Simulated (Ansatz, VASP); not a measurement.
## Fe: VASP beside Ansatz

File INCAR:

```
PREC = Accurate
ENCUT = 520
EDIFF = 1E-7
ISMEAR = -1
SIGMA = 0.1
LREAL = F
LASPH = T
NELM = 60
ALGO = Normal
ISIF = 2
LWAVE = F
LCHARG = F
NBANDS = 15
```

Contents of KPOINTS:

```
Automatic mesh
0
Gamma
  17 17 9
```

File POSCAR:

```
Fe
1.0
    2.3755641191      0.0000000000      0.0000000000
   -1.1877820596      2.0572988754      0.0000000000
    0.0000000000      0.0000000000      3.7542975085
Fe
2
Direct
    0.3333333333      0.6666666667      0.2500000000
    0.6666666667      0.3333333333      0.7500000000
```

Input for Ansatz:

```yaml
crystal:
  lattice:
    - [2.3755641191, 0.0, 0.0]
    - [-1.1877820596, 2.0572988754, 0.0]
    - [0.0, 0.0, 3.7542975085]
  atoms:
    - { symbol: Fe, position: [0.3333333333, 0.6666666667, 0.25] }
    - { symbol: Fe, position: [0.6666666667, 0.3333333333, 0.75] }
hamiltonian:
  xc: lda
  pseudopotentials:
    kind: paw
    azcp:
      Fe: "pseudopotentials/Fe.paw.azcp"
basis:
  ecutwfc: 420
  fft_grid_basis: typed
kpoints:
  mp_grid: { grid: [17, 17, 9], shift: [0, 0, 0] }
magnetization:
  spin_polarized: false
scf:
  occupations: { method: fermi_dirac, width: 0.1 }
  lower_state_search: "off"
output:
  stress: true
```

Alike in both runs: task single point; functional LDA; k mesh 17 × 17 × 9; occupations fermi-dirac, width 0.1 eV; no spin polarisation.

```csv
,VASP,Ansatz
version,VASP 6.6.1,Ansatz 0.2.0
potentials or method,"VASP PAW LDA potentials, release 64 (Fe), cutoff 520 eV","plane waves (420 eV) with PAW, scalar-relativistic"
valence electrons in the cell,16,32
```

```tsv
	VASP	Ansatz	Ansatz less VASP
pressure (GPa)	15.2	15.6	+0.32
traceless stress, the component that is largest in VASP (GPa)	0.39	0.58	+0.192
```

Ansatz warns that its potentials were made for another functional, while VASP's fit it. LDA's correlation is that of Perdew and Zunger in VASP and of Perdew and Wang (1992) in Ansatz. VASP's potentials hold 16 valence electrons a cell and Ansatz's 32, so a difference there can come from the potentials and not from the codes.
